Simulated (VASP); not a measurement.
# TaGe4 (Pm-3m) in VASP: notebook

The runs below take TaGe4 through single point, relaxation of cell and atoms, with PBE.

Everything below comes from runs of VASP 6.6.1. Logs are shortened: lines on timing, memory, paths and dates and some standing lists are left out, and cuts for length are marked.

## Step 1: The cell of the first run

Symmetry: Pm-3m, No. 221, cubic system. The conventional cell has a = 5.038 Å, b = 5.038 Å, c = 5.038 Å, α = 90.00°, β = 90.00°, γ = 90.00°. Ta (site symmetry m-3m) has 6 Ge at 2.52 Å within 3.3 Å. Ge (site symmetry m-3m) has 12 Ge at 3.56 Å and 8 Ta at 4.36 Å within 4.7 Å. Ge (site symmetry 4/mmm) has 2 Ta at 2.52 Å within 3.3 Å.

## Step 2: Single point, PBE

The input, INCAR:

```
ALGO = Normal ; EDIFF = 1E-6
ENCUT = 520 ; GGA = PE
ISIF = 2 ; ISMEAR = 0
LASPH = True ; LCHARG = False
LREAL = False ; LWAVE = False
NBANDS = 42 ; NELM = 80
PREC = Accurate ; SIGMA = 0.1
```

The input, KPOINTS:

```
k-points
0
Gamma
  4 4 4
```

The input, POSCAR:

```
TaGe4
1.0
    5.0377561464      0.0000000000      0.0000000000
    0.0000000000      5.0377561464      0.0000000000
    0.0000000000      0.0000000000      5.0377561464
Ta Ge
1 4
Direct
    0.5000000000      0.5000000000      0.5000000000
    0.0000000000      0.0000000000      0.0000000000
    0.5000000000      0.5000000000      0.0000000000
    0.5000000000      0.0000000000      0.5000000000
    0.0000000000      0.5000000000      0.5000000000
```

Potentials or basis: VASP PAW PBE potentials, release 64 (Ta_pv, Ge_d).

Started as:

```console
$ cat potpaw_PBE.64/Ta_pv/POTCAR potpaw_PBE.64/Ge_d/POTCAR > POTCAR
$ mpirun -np 1 vasp_std > vasp.out
```

OUTCAR:

```text
EDIFF = 1E-6
   ENCUT = 520
   GGA = PE
   ISIF = 2
   ISMEAR = 0
   LASPH = True
   LREAL = False
   NELM = 80
   PREC = Accurate

 ion  position               nearest neighbor table
   1  0.500  0.500  0.500-   3 2.52   4 2.52   5 2.52   3 2.52   4 2.52   5 2.52
   2  0.000  0.000  0.000-
   3  0.500  0.500  0.000-   1 2.52   1 2.52
   4  0.500  0.000  0.500-   1 2.52   1 2.52
   5  0.000  0.500  0.500-   1 2.52   1 2.52

  LATTYP: Found a simple cubic cell.
 ALAT       =     5.0377561464

  Lattice vectors:

 A1 = (   5.0377561464,   0.0000000000,   0.0000000000)
 A2 = (   0.0000000000,   5.0377561464,   0.0000000000)
 A3 = (   0.0000000000,   0.0000000000,   5.0377561464)

Analysis of symmetry for initial positions (statically):
=====================================================================
 Subroutine PRICEL returns:
 Original cell was already a primitive cell.

 Routine SETGRP: Setting up the symmetry group for a
 simple cubic supercell.

 Subroutine GETGRP returns: Found 48 space group operations
 (whereof 48 operations were pure point group operations)
 out of a pool of 48 trial point group operations.

The static configuration has the point symmetry O_h .

Analysis of symmetry for dynamics (positions and initial velocities):
=====================================================================
 Subroutine PRICEL returns:
 Original cell was already a primitive cell.

 Routine SETGRP: Setting up the symmetry group for a
 simple cubic supercell.

 Subroutine GETGRP returns: Found 48 space group operations
 (whereof 48 operations were pure point group operations)
 out of a pool of 48 trial point group operations.

The dynamic configuration has the point symmetry O_h .

 Subroutine INISYM returns: Found 48 space group operations
 (whereof 48 operations are pure point group operations),
 and found     1 'primitive' translations

----------------------------------------------------------------------------------------

                                     Primitive cell

  volume of cell :     127.8531

  direct lattice vectors                    reciprocal lattice vectors
     5.037756146  0.000000000  0.000000000     0.198501073  0.000000000  0.000000000
     0.000000000  5.037756146  0.000000000     0.000000000  0.198501073  0.000000000
     0.000000000  0.000000000  5.037756146     0.000000000  0.000000000  0.198501073

  length of vectors
     5.037756146  5.037756146  5.037756146     0.198501073  0.198501073  0.198501073

  position of ions in fractional coordinates (direct lattice)
     0.500000000  0.500000000  0.500000000
     0.000000000  0.000000000  0.000000000
     0.500000000  0.500000000  0.000000000
     0.500000000  0.000000000  0.500000000
     0.000000000  0.500000000  0.500000000

  ion indices of the primitive-cell ions
   primitive index   ion index
                 1           1
                 2           2
                 3           3
                 4           4
                 5           5

----------------------------------------------------------------------------------------

 KPOINTS: k-points

Automatic generation of k-mesh.
 Grid dimensions read from file:
 generate k-points for:    4    4    4

 Generating k-lattice:

  Cartesian coordinates                     Fractional coordinates (reciprocal lattice)
     0.049625268  0.000000000  0.000000000     0.250000000  0.000000000  0.000000000
     0.000000000  0.049625268  0.000000000     0.000000000  0.250000000  0.000000000
     0.000000000  0.000000000  0.049625268     0.000000000  0.000000000  0.250000000

  Length of vectors
     0.049625268  0.049625268  0.049625268

  Shift w.r.t. Gamma in fractional coordinates (k-lattice)
     0.000000000  0.000000000  0.000000000

 Subroutine IBZKPT returns following result:
 ===========================================

 Found     10 irreducible k-points:

 Following reciprocal coordinates:
            Coordinates               Weight
  0.000000  0.000000  0.000000      1.000000
  0.250000  0.000000  0.000000      6.000000
  0.500000  0.000000  0.000000      3.000000
  0.250000  0.250000  0.000000     12.000000
  0.500000  0.250000  0.000000     12.000000
  0.500000  0.500000  0.000000      3.000000
  0.250000  0.250000  0.250000      8.000000
  0.500000  0.250000  0.250000     12.000000
  0.500000  0.500000  0.250000      6.000000
  0.500000  0.500000  0.500000      1.000000
   k-points           NKPTS =     10   k-points in BZ     NKDIM =     10   number of bands    NBANDS=     42
   number of dos      NEDOS =    301   number of ions     NIONS =      5
   total plane-waves  NPLWV =  64000
   dimension x,y,z NGX =    40 NGY =   40 NGZ =   40
   dimension x,y,z NGXF=    80 NGYF=   80 NGZF=   80
   ions per type =               1   4
   NGX,Y,Z   is equivalent  to a cutoff of  13.20, 13.20, 13.20 a.u.
   NGXF,Y,Z  is equivalent  to a cutoff of  26.40, 26.40, 26.40 a.u.
 SYSTEM =  unknown system
   PREC   = accura    normal or accurate (medium, high low for compatibility)
   ISTART =      0    job   : 0-new  1-cont  2-samecut
   ICHARG =      2    charge: 1-file 2-atom 10-const
   ISPIN  =      1    spin polarized calculation?
   LNONCOLLINEAR =      F non collinear calculations
   LSORBIT =      F    spin-orbit coupling
   LASPH  =      T    aspherical Exc in radial PAW
   ENCUT  =  520.0 eV  38.22 Ry    6.18 a.u.   9.37  9.37  9.37*2*pi/ulx,y,z
   NELM   =     80;   NELMIN=  2; NELMDL= -5     # of ELM steps
   EDIFF  = 0.1E-05   stopping-criterion for ELM
   LREAL  =      F    real-space projection
[... 7 lines left out ...]
   TEBEG  =    0.0;   TEEND  =   0.0 temperature during run
   PSTRESS=    0.0 pullay stress
   NELECT =      67.0000    total number of electrons
   NUPDOWN=      -1.0000    fix difference up-down
   EMIN   =  10.00;   EMAX   =-10.00  energy-range for DOS
   EFERMI =   0.00;   METHOD = LEGACY
   ISMEAR =     0;   SIGMA  =   0.10  broadening in eV -4-tet -1-fermi 0-gaus
   EFERMI_NEDOS =   21; number of points for ismear=-14 and -15
   IALGO  =     38    algorithm
   IMIX   =      4    mixing-type and parameters
     AMIX     =   0.40;   BMIX     =  1.00
     AMIX_MAG =   1.60;   BMIX_MAG =  1.00
  volume/ion in A,a.u.               =      25.57       172.56
  Fermi-wavevector in a.u.,A,eV,Ry     =   1.319864  2.494182 23.701918  1.742042
  Thomas-Fermi vector in A             =   2.449732
   LORBIT       =      0    0 simple, 1 ext, 2 COOP (PROOUT), +10 PAW based schemes
   GGA     = PE    functional components
   LHFCALC =     F    Hartree Fock is set to
   AEXX    =    0.0000 exact exchange contribution
   IVDW    =     0    specifies the selected vdW correction
   LEPSILON=     F    determine dielectric tensor
   LRPA    =     F    only Hartree local field effects (RPA)
 non-spin polarized calculation
 Gauss-broadening in eV      SIGMA  =   0.10
  energy-cutoff  :      520.00
  volume of cell :      127.85
 maximum number of plane-waves:      3468
 NGX is ok and might be reduce to    40
   NGX = 19   NGY = 19   NGZ = 19

 number of electron      66.9999956 magnetization

 Free energy of the ion-electron system (eV)
  ---------------------------------------------------
  ext. energy  EPLUGINS =         0.00000000
  ---------------------------------------------------
  free energy    TOTEN  =       -26.67657103 eV

  energy without entropy =      -26.63722749  energy(sigma->0) =      -26.65689926

 E-fermi :   3.6274     XC(G=0):  -9.8224

 val. band max:        3.6203252183   @ k =   0.5000   0.2500   0.0000
 cond. band min:       3.6822423467   @ k =   0.5000   0.5000   0.0000
 fundamental gap:      0.0619171284
 Fermi energy:         3.6274310678

 k-point     1 :       0.0000    0.0000    0.0000
  band No.  band energies     occupation
      1     -30.5459      2.00000
      2     -30.5459      2.00000
      3     -30.5459      2.00000
      4     -21.7672      2.00000
      5     -21.7672      2.00000
      6     -21.7660      2.00000
[... 34 lines left out ...]
     41       6.8526      0.00000
     42       8.0626      0.00000

 k-point     2 :       0.2500    0.0000    0.0000
  band No.  band energies     occupation
      1     -30.5539      2.00000
      2     -30.5461      2.00000
      3     -30.5461      2.00000
      4     -21.7672      2.00000
      5     -21.7671      2.00000
      6     -21.7660      2.00000
[... 34 lines left out ...]
     41       7.1634      0.00000
     42       7.8394      0.00000

 k-point     3 :       0.5000    0.0000    0.0000
  band No.  band energies     occupation
      1     -30.5619      2.00000
      2     -30.5463      2.00000
      3     -30.5463      2.00000
      4     -21.7672      2.00000
      5     -21.7669      2.00000
      6     -21.7660      2.00000
[... 34 lines left out ...]
     41       7.2677      0.00000
     42       8.1702      0.00000

 k-point     4 :       0.2500    0.2500    0.0000
  band No.  band energies     occupation
      1     -30.5541      2.00000
      2     -30.5541      2.00000
      3     -30.5462      2.00000
      4     -21.7671      2.00000
      5     -21.7670      2.00000
      6     -21.7660      2.00000
[... 34 lines left out ...]
     41       6.9919      0.00000
     42       7.4833      0.00000

 k-point     5 :       0.5000    0.2500    0.0000
  band No.  band energies     occupation
      1     -30.5621      2.00000
      2     -30.5543      2.00000
      3     -30.5464      2.00000
      4     -21.7671      2.00000
      5     -21.7669      2.00000
      6     -21.7660      2.00000
[... 34 lines left out ...]
     41       7.6328      0.00000
     42       7.7415      0.00000

 k-point     6 :       0.5000    0.5000    0.0000
  band No.  band energies     occupation
      1     -30.5623      2.00000
      2     -30.5623      2.00000
      3     -30.5466      2.00000
      4     -21.7671      2.00000
      5     -21.7668      2.00000
      6     -21.7660      2.00000
[... 34 lines left out ...]
     41       7.5422      0.00000
     42       7.5561      0.00000

 k-point     7 :       0.2500    0.2500    0.2500
  band No.  band energies     occupation
      1     -30.5543      2.00000
      2     -30.5543      2.00000
      3     -30.5543      2.00000
      4     -21.7670      2.00000
      5     -21.7670      2.00000
      6     -21.7660      2.00000
[... 34 lines left out ...]
     41       7.5455      0.00000
     42       7.5455      0.00000

 k-point     8 :       0.5000    0.2500    0.2500
  band No.  band energies     occupation
      1     -30.5623      2.00000
      2     -30.5545      2.00000
      3     -30.5545      2.00000
      4     -21.7670      2.00000
      5     -21.7669      2.00000
      6     -21.7660      2.00000
[... 34 lines left out ...]
     41       7.4916      0.00000
     42       8.2112      0.00000

 k-point     9 :       0.5000    0.5000    0.2500
  band No.  band energies     occupation
      1     -30.5625      2.00000
      2     -30.5625      2.00000
      3     -30.5546      2.00000
      4     -21.7669      2.00000
      5     -21.7668      2.00000
      6     -21.7660      2.00000
[... 34 lines left out ...]
     41       8.3925      0.00000
     42       8.3925      0.00000

 k-point    10 :       0.5000    0.5000    0.5000
  band No.  band energies     occupation
      1     -30.5627      2.00000
      2     -30.5627      2.00000
      3     -30.5627      2.00000
      4     -21.7668      2.00000
      5     -21.7668      2.00000
      6     -21.7660      2.00000
[... 34 lines left out ...]
     41       8.9747      0.00000
     42       8.9747      0.00000

------------------------ aborting loop because EDIFF is reached ----------------------------------------

  FORCE on cell =-STRESS in cart. coord.  units (eV):
  Direction    XX          YY          ZZ          XY          YZ          ZX
  --------------------------------------------------------------------------------------
  -------------------------------------------------------------------------------------
  Total        0.0694769      0.0694769      0.0694769     -0.0000000      0.0000000      0.0000000
  in kB        0.8706418      0.8706418      0.8706418     -0.0000000      0.0000000      0.0000000
  external PRESSURE =       0.8706418 kB  Pullay stress =       0.0000000 kB

 VOLUME and BASIS-vectors are now :
 -----------------------------------------------------------------------------
  energy-cutoff  :      520.00
  volume of cell :      127.85
      direct lattice vectors                 reciprocal lattice vectors
     5.037756146  0.000000000  0.000000000     0.198501073  0.000000000  0.000000000
     0.000000000  5.037756146  0.000000000     0.000000000  0.198501073  0.000000000
     0.000000000  0.000000000  5.037756146     0.000000000  0.000000000  0.198501073

 POSITION                                       TOTAL-FORCE (eV/Angst)
 -----------------------------------------------------------------------------------
      2.51888      2.51888      2.51888         0.000000      0.000000      0.000000
      0.00000      0.00000      0.00000         0.000000      0.000000      0.000000
      2.51888      2.51888      0.00000         0.000000      0.000000      0.000000
      2.51888      0.00000      2.51888         0.000000      0.000000      0.000000
      0.00000      2.51888      2.51888         0.000000      0.000000      0.000000
 -----------------------------------------------------------------------------------
    total drift:                               -0.000000     -0.000000     -0.000000

  FREE ENERGIE OF THE ION-ELECTRON SYSTEM (eV)
  ---------------------------------------------------
  free  energy   TOTEN  =       -26.6765710330 eV

  energy  without entropy=      -26.6372274898  energy(sigma->0) =      -26.65689926
```

It took 58 s on 1 thread of Intel Xeon Platinum 8259CL at 2.50GHz (Skylake/Cascade Lake), shared host; peak memory 0.25 GiB.

Results:

- Free energy: -26.6766 eV
- Pressure: 0.1 GPa

Levels at points of the mesh, in eV from the Fermi level:
```
           k point  band 29  band 30  band 31  band 32  band 33  band 34  band 35  band 36  band 37  band 38
(0.00, 0.00, 0.00)    -2.66    -2.66     0.21     0.21     0.21     1.24     1.24     1.24     1.50     1.50
(0.50, 0.00, 0.00)    -2.13    -2.13    -1.35    -1.35     0.19     0.21     0.28     0.94     1.18     1.18
(0.50, 0.50, 0.00)    -2.43    -2.27    -1.55    -1.55    -1.18    -1.18    -0.18     0.05     3.36     3.36
(0.50, 0.50, 0.50)    -3.90    -3.90    -3.90    -2.25    -2.25     1.32     1.32     1.32     3.84     3.84
```

Caveat: spin-orbit coupling is left out, which moves the levels of the heavy elements.

[end of part 1 of 2]
